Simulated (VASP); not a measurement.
# F (Im-3m) in VASP: single point with PBE

Aim: the single point of F with PBE.

Program: VASP 6.6.1. These are calculated values, not measurements. Logs are shortened: lines on timing, memory, paths and dates and some standing lists are left out, and cuts for length are marked.

## (1) The cell of the first run

The structure is cubic, space group Im-3m (No. 229). Conventional cell: a = 2.728 Å, b = 2.728 Å, c = 2.728 Å, α = 90.00°, β = 90.00°, γ = 90.00°. Within 3.1 Å of F (site symmetry m-3m) lie 14 F at 2.36 to 2.73 Å.

## (2) Single point, PBE

INCAR reads:

```
SYSTEM = F
  PREC = Accurate
  ENCUT = 600
  EDIFF = 1E-6
  ISMEAR = -1
  SIGMA = 0.08
  LREAL = .FALSE.
  LASPH = .TRUE.
  NELM = 120
  ALGO = Normal
  ISIF = 2
  LWAVE = .FALSE.
  LCHARG = .FALSE.
  GGA = PE
  NBANDS = 10
  GGA_COMPAT = .FALSE.
```

KPOINTS reads:

```
regular mesh
0
G
  18 18 18
  0 0 0
```

POSCAR reads:

```
F
1.0
   -1.3639358855      1.3639358855      1.3639358855
    1.3639358855     -1.3639358855      1.3639358855
    1.3639358855      1.3639358855     -1.3639358855
F
1
Direct
    0.0000000000      0.0000000000      0.0000000000
```

Potentials or basis: VASP PAW PBE potentials, release 64 (F).

Run with:

```console
> cat potpaw_PBE.64/F/POTCAR > POTCAR
> mpirun -np 1 vasp_std > vasp.out
```

OUTCAR:

```text
SYSTEM = F
   PREC = Accurate
   ENCUT = 600
   EDIFF = 1E-6
   ISMEAR = -1
   LREAL = .FALSE.
   LASPH = .TRUE.
   NELM = 120
   ISIF = 2
   GGA = PE

 ion  position               nearest neighbor table
   1  0.000  0.000  0.000-

  LATTYP: Found a body centered cubic cell.
 ALAT       =     2.7278717710

  Lattice vectors:

 A1 = (  -1.3639358855,   1.3639358855,   1.3639358855)
 A2 = (   1.3639358855,  -1.3639358855,   1.3639358855)
 A3 = (   1.3639358855,   1.3639358855,  -1.3639358855)

Analysis of symmetry for initial positions (statically):
=====================================================================
 Subroutine PRICEL returns:
 Original cell was already a primitive cell.

 Routine SETGRP: Setting up the symmetry group for a
 body centered cubic supercell.

 Subroutine GETGRP returns: Found 48 space group operations
 (whereof 48 operations were pure point group operations)
 out of a pool of 48 trial point group operations.

The static configuration has the point symmetry O_h .

Analysis of symmetry for dynamics (positions and initial velocities):
=====================================================================
 Subroutine PRICEL returns:
 Original cell was already a primitive cell.

 Routine SETGRP: Setting up the symmetry group for a
 body centered cubic supercell.

 Subroutine GETGRP returns: Found 48 space group operations
 (whereof 48 operations were pure point group operations)
 out of a pool of 48 trial point group operations.

The dynamic configuration has the point symmetry O_h .

 Subroutine INISYM returns: Found 48 space group operations
 (whereof 48 operations are pure point group operations),
 and found     1 'primitive' translations

----------------------------------------------------------------------------------------

                                     Primitive cell

  volume of cell :      10.1494

  direct lattice vectors                    reciprocal lattice vectors
    -1.363935885  1.363935885  1.363935885     0.000000000  0.366586146  0.366586146
     1.363935885 -1.363935885  1.363935885     0.366586146  0.000000000  0.366586146
     1.363935885  1.363935885 -1.363935885     0.366586146  0.366586146  0.000000000

  length of vectors
     2.362406252  2.362406252  2.362406252     0.518431100  0.518431100  0.518431100

  position of ions in fractional coordinates (direct lattice)
     0.000000000  0.000000000  0.000000000

  ion indices of the primitive-cell ions
   primitive index   ion index
                 1           1

----------------------------------------------------------------------------------------

 KPOINTS: regular mesh

Automatic generation of k-mesh.
 Grid dimensions read from file:
 generate k-points for:   18   18   18

 Generating k-lattice:

  Cartesian coordinates                     Fractional coordinates (reciprocal lattice)
     0.000000000  0.020365897  0.020365897     0.055555556  0.000000000  0.000000000
     0.020365897  0.000000000  0.020365897     0.000000000  0.055555556  0.000000000
     0.020365897  0.020365897  0.000000000     0.000000000  0.000000000  0.055555556

  Length of vectors
     0.028801728  0.028801728  0.028801728

  Shift w.r.t. Gamma in fractional coordinates (k-lattice)
     0.000000000  0.000000000  0.000000000

 Subroutine IBZKPT returns following result:
 ===========================================

 Found    195 irreducible k-points:

 Following reciprocal coordinates:
            Coordinates               Weight
  0.000000  0.000000  0.000000      1.000000
  0.055556  0.000000  0.000000     12.000000
  0.111111  0.000000  0.000000     12.000000
  0.166667  0.000000  0.000000     12.000000
  0.222222  0.000000  0.000000     12.000000
  0.277778  0.000000  0.000000     12.000000
[... 16 lines left out ...]
  0.333333  0.111111  0.000000     48.000000
  0.388889  0.111111  0.000000     48.000000
 [... further k-points ...]
   k-points           NKPTS =    195   k-points in BZ     NKDIM =    195   number of bands    NBANDS=     10
   number of dos      NEDOS =    301   number of ions     NIONS =      1
   total plane-waves  NPLWV =   8000
   dimension x,y,z NGX =    20 NGY =   20 NGZ =   20
   dimension x,y,z NGXF=    40 NGYF=   40 NGZF=   40
   ions per type =               1
   NGX,Y,Z   is equivalent  to a cutoff of  14.07, 14.07, 14.07 a.u.
   NGXF,Y,Z  is equivalent  to a cutoff of  28.15, 28.15, 28.15 a.u.
 SYSTEM =  F
   PREC   = accura    normal or accurate (medium, high low for compatibility)
   ISTART =      0    job   : 0-new  1-cont  2-samecut
   ICHARG =      2    charge: 1-file 2-atom 10-const
   ISPIN  =      1    spin polarized calculation?
   LNONCOLLINEAR =      F non collinear calculations
   LSORBIT =      F    spin-orbit coupling
   LASPH  =      T    aspherical Exc in radial PAW
   ENCUT  =  600.0 eV  44.10 Ry    6.64 a.u.   4.72  4.72  4.72*2*pi/ulx,y,z
   NELM   =    120;   NELMIN=  2; NELMDL= -5     # of ELM steps
   EDIFF  = 0.1E-05   stopping-criterion for ELM
   LREAL  =      F    real-space projection
   EDIFFG = 0.1E-04   stopping-criterion for IOM
   NSW    =      0    number of steps for IOM
   IBRION =     -1    ionic relax: 0-MD 1-quasi-New 2-CG
   NFREE  =      0    steps in history (QN), initial steepest desc. (CG)
   ISIF   =      2    stress and relaxation
   ISYM   =      2    0-nonsym 1-usesym 2-fastsym
   POTIM  = 0.5000    time-step for ionic-motion
   TEBEG  =    0.0;   TEEND  =   0.0 temperature during run
   PSTRESS=    0.0 pullay stress
   NELECT =       7.0000    total number of electrons
   NUPDOWN=      -1.0000    fix difference up-down
   EMIN   =  10.00;   EMAX   =-10.00  energy-range for DOS
   EFERMI =   0.00;   METHOD = LEGACY
   ISMEAR =    -1;   SIGMA  =   0.08  broadening in eV -4-tet -1-fermi 0-gaus
   EFERMI_NEDOS =   21; number of points for ismear=-14 and -15
   IALGO  =     38    algorithm
   IMIX   =      4    mixing-type and parameters
     AMIX     =   0.40;   BMIX     =  1.00
     AMIX_MAG =   1.60;   BMIX_MAG =  1.00
  volume/ion in A,a.u.               =      10.15        68.49
  Fermi-wavevector in a.u.,A,eV,Ry     =   1.446417  2.733332 28.465055  2.092123
  Thomas-Fermi vector in A             =   2.564488
   LORBIT       =      0    0 simple, 1 ext, 2 COOP (PROOUT), +10 PAW based schemes
   GGA     = PE    functional components
   LHFCALC =     F    Hartree Fock is set to
   AEXX    =    0.0000 exact exchange contribution
   IVDW    =     0    specifies the selected vdW correction
   LEPSILON=     F    determine dielectric tensor
   LRPA    =     F    only Hartree local field effects (RPA)
 non-spin polarized calculation
  energy-cutoff  :      600.00
  volume of cell :       10.15
 maximum number of plane-waves:       370
   NGX =  9   NGY =  9   NGZ =  9

 number of electron       6.9999993 magnetization

 Free energy of the ion-electron system (eV)
  ---------------------------------------------------
  ext. energy  EPLUGINS =         0.00000000
  ---------------------------------------------------
  free energy    TOTEN  =        -0.84171833 eV

  energy without entropy =       -0.78411573  energy(sigma->0) =       -0.81291703

 E-fermi :  -3.4483     XC(G=0): -10.2836

 val. band max:       -3.4489385445   @ k =   0.5000   0.5000   0.1111
 cond. band min:      -3.4460465942   @ k =  -0.4444   0.4444   0.1111
 fundamental gap:      0.0028919503
 Fermi energy:        -3.4482714080

 k-point     1 :       0.0000    0.0000    0.0000
  band No.  band energies     occupation
      1     -25.1745      2.00000
      2      -3.0095      0.00826
      3      -3.0095      0.00826
      4      -3.0095      0.00826
      5      10.2189      0.00000
      6      32.8590      0.00000
      7      32.8590      0.00000
      8      32.8590      0.00000
      9      35.9308      0.00000
     10      35.9308      0.00000

 k-point     2 :       0.0556    0.0000    0.0000
  band No.  band energies     occupation
      1     -25.1311      2.00000
      2      -3.1618      0.05420
      3      -3.0422      0.01241
      4      -3.0136      0.00870
      5      10.4027      0.00000
      6      31.9285      0.00000
      7      32.1493      0.00000
      8      33.0265      0.00000
      9      34.8287      0.00000
     10      35.2561      0.00000

 k-point     3 :       0.1111    0.0000    0.0000
  band No.  band energies     occupation
      1     -25.0039      2.00000
      2      -3.5856      1.69522
      3      -3.1349      0.03901
      4      -3.0245      0.00997
      5      10.9206      0.00000
      6      29.5516      0.00000
      7      30.7702      0.00000
      8      33.5165      0.00000
      9      34.2899      0.00000
     10      34.7479      0.00000

 k-point     4 :       0.1667    0.0000    0.0000
  band No.  band energies     occupation
      1     -24.8034      2.00000
      2      -4.2020      1.99984
      3      -3.2747      0.20507
      4      -3.0416      0.01233
      5      11.6902      0.00000
      6      27.0690      0.00000
      7      29.3611      0.00000
      8      33.5142      0.00000
      9      34.2911      0.00000
     10      35.2118      0.00000
[... 222 lines left out ...]
 k-point    22 :       0.2778    0.1111    0.0000
  band No.  band energies     occupation
      1     -23.9054      2.00000
      2      -6.2838      2.00000
      3      -3.9372      1.99557
      4      -3.2550      0.16391
      5      14.9297      0.00000
      6      21.3705      0.00000
      7      25.0841      0.00000
      8      33.2729      0.00000
      9      37.1283      0.00000
     10      38.8562      0.00000

 k-point    23 :       0.3333    0.1111    0.0000
  band No.  band energies     occupation
      1     -23.6768      2.00000
      2      -6.7409      2.00000
      3      -4.1089      1.99948
      4      -3.2800      0.21746
      5      15.8243      0.00000
      6      20.1916      0.00000
      7      24.5884      0.00000
      8      33.2784      0.00000
      9      37.6522      0.00000
     10      39.6237      0.00000

 k-point    24 :       0.3889    0.1111    0.0000
  band No.  band energies     occupation
      1     -23.5222      2.00000
      2      -7.0381      2.00000
      3      -4.2201      1.99987
      4      -3.2962      0.26003
      5      16.5555      0.00000
      6      19.3296      0.00000
      7      24.2895      0.00000
      8      33.2942      0.00000
      9      37.9033      0.00000
     10      40.2461      0.00000

 [... further k-points ...]
[... 5 lines left out ...]
  --------------------------------------------------------------------------------------
  -------------------------------------------------------------------------------------
  Total       -0.0388046     -0.0388046     -0.0388046     -0.0000000     -0.0000000      0.0000000
  in kB       -6.1256481     -6.1256481     -6.1256481     -0.0000000     -0.0000000      0.0000000
  external PRESSURE =      -6.1256481 kB  Pullay stress =       0.0000000 kB

 VOLUME and BASIS-vectors are now :
 -----------------------------------------------------------------------------
  energy-cutoff  :      600.00
  volume of cell :       10.15
      direct lattice vectors                 reciprocal lattice vectors
    -1.363935885  1.363935885  1.363935885     0.000000000  0.366586146  0.366586146
     1.363935885 -1.363935885  1.363935885     0.366586146  0.000000000  0.366586146
     1.363935885  1.363935885 -1.363935885     0.366586146  0.366586146  0.000000000

 POSITION                                       TOTAL-FORCE (eV/Angst)
 -----------------------------------------------------------------------------------
      0.00000      0.00000      0.00000        -0.000000     -0.000000      0.000000
 -----------------------------------------------------------------------------------
    total drift:                                0.000000     -0.000000      0.000000

  FREE ENERGIE OF THE ION-ELECTRON SYSTEM (eV)
  ---------------------------------------------------
  free  energy   TOTEN  =        -0.8417183252 eV

  energy  without entropy=       -0.7841157260  energy(sigma->0) =       -0.81291703
```

Wall time 28 s (1 thread of Intel Xeon 8259CL, shared host); peak memory 0.13 GiB.

What came out:

| Property | Result |
| --- | --- |
| Free energy | -0.8417 eV |
| Pressure | -0.6 GPa |

Caveat: an odd number of electrons without spin polarisation forces a metal; a magnetic or distorted state may lie lower.
